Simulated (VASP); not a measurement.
Here is a VASP 6.6.1 calculation.

Contents of INCAR:

```
SYSTEM = SnSe2
ALGO = Normal ; EDIFF = 1E-6
ENCUT = 500 ; GGA = PE
GGA_COMPAT = .False. ; ISIF = 2
ISMEAR = 0 ; IVDW = 12
LASPH = .True. ; LCHARG = .True.
LELF = .True. ; LREAL = .False.
LVHAR = .True. ; LWAVE = .False.
NBANDS = 20 ; NELM = 120
PREC = Accurate ; SIGMA = 0.03
```

File KPOINTS:

```
k-points
0
Gamma
  12 12 6
  0 0 0
```

POSCAR

```
SnSe2
1.0
    3.7727376410      0.0000000000      0.0000000000
   -1.8863688205      3.2672866389      0.0000000000
    0.0000000000      0.0000000000      5.2301461918
Sn Se
1 2
Direct
    0.0000000000      0.0000000000      0.0000000000
    0.3333333333      0.6666666667      0.2651331237
    0.6666666667      0.3333333333      0.7348668763
```

Potentials or basis: VASP PAW PBE potentials, release 64 (Sn_d, Se).

Command:

```sh
$ cat potpaw_PBE.64/Sn_d/POTCAR potpaw_PBE.64/Se/POTCAR > POTCAR
$ mpirun -np 1 vasp_std > vasp.out
```

Q: Estimate the pressure.

A: 17.5 GPa.

Q: What does it give for the band gap on the k mesh?

A: Zero (bands 13 and 14 overlap by 0.06 eV).

Forces in eV/Å, atoms in the order of the input:
```
Sn   0.000  0.000  0.000
Se   0.000  0.000  2.229
Se   0.000  0.000 -2.229
```

Caveat: the cell stands under pressure; semilocal functionals underestimate gaps, so a narrow gap can read as zero; spin-orbit coupling is left out, which moves the levels of the heavy elements; forces of over 1 eV/Å act on the atoms, so gaps and moduli don't describe the material at rest.
